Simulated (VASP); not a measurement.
Wanted: the native input for a VASP 6.6.1 run.

| Item | Value |
| --- | --- |
| Task | single point |
| Functional | r2SCAN |
| Potentials or basis | VASP PAW PBE potentials, release 64 (Si, C) |
| Cutoff | 520 eV |
| k mesh | 12 × 12 × 6 |
| Occupations | gaussian, width 0.01 eV |
| Spin | no spin polarisation |
| Dipole correction | no |
| Further INCAR settings | ALGO = Normal; EDIFF = 1e-06; NBANDS = 16 |

The system is SiC.

```
CELL_PARAMETERS angstrom
3.07536 0.00000 0.00000
-1.53768 2.66334 0.00000
0.00000 0.00000 4.94715
ATOMIC_POSITIONS crystal
Si 0.33333 0.66667 0.99849
Si 0.66667 0.33333 0.49849
C 0.33333 0.66667 0.37651
C 0.66667 0.33333 0.87651
```

This cell differs from its parent crystal: uniaxial z strain -2.0%.

These files were run (other wordings do the same):

POSCAR

```
SiC
1.0
    3.0753562392      0.0000000000      0.0000000000
   -1.5376781196      2.6633366288      0.0000000000
    0.0000000000      0.0000000000      4.9471459292
Si C
2 2
Direct
    0.3333333333      0.6666666667     -0.0015084448
    0.6666666667      0.3333333333      0.4984915552
    0.3333333333      0.6666666667      0.3765084448
    0.6666666667      0.3333333333      0.8765084448
```

INCAR.step1

```
SYSTEM = SiC
PREC = Accurate
ENCUT = 520
ISMEAR = 0
SIGMA = 0.01
LREAL = .FALSE.
LASPH = .TRUE.
NELM = 60
NBANDS = 16
GGA = PE
ALGO = Normal
EDIFF = 1E-4
LWAVE = .TRUE.
LCHARG = .FALSE.
```

INCAR.step2

```
SYSTEM = SiC
PREC = Accurate
ENCUT = 520
EDIFF = 1E-6
ISMEAR = 0
SIGMA = 0.01
LREAL = .FALSE.
LASPH = .TRUE.
NELM = 60
ALGO = Normal
ISIF = 2
LWAVE = .FALSE.
LCHARG = .FALSE.
METAGGA = R2SCAN
LMIXTAU = .TRUE.
NBANDS = 16
ISTART = 1
```

KPOINTS

```
regular mesh
0
G
  12 12 6
  0 0 0
```

Potentials or basis: VASP PAW PBE potentials, release 64 (Si, C).

Launch:

```bash
$ cat potpaw_PBE.64/Si/POTCAR potpaw_PBE.64/C/POTCAR > POTCAR
$ cp INCAR.step1 INCAR
$ mpirun -np 1 vasp_std > vasp.out
$ cp INCAR.step2 INCAR
$ mpirun -np 1 vasp_std > vasp.out
```

It gave:

| Property | Result |
| --- | --- |
| Pressure | 4.5 GPa |
| Band gap on the k mesh | 2.70 eV, indirect (least direct gap 4.36 eV) |

Caveat: the cell differs from its parent crystal (uniaxial z strain -2.0%); the PAW data sets were made with another functional, which shifts forces and pressure a little.

Run time: 96 s on 1 thread of AMD EPYC 9R45 96-Core Processor (Zen 5), with other jobs on the host, peak memory 0.15 GiB.
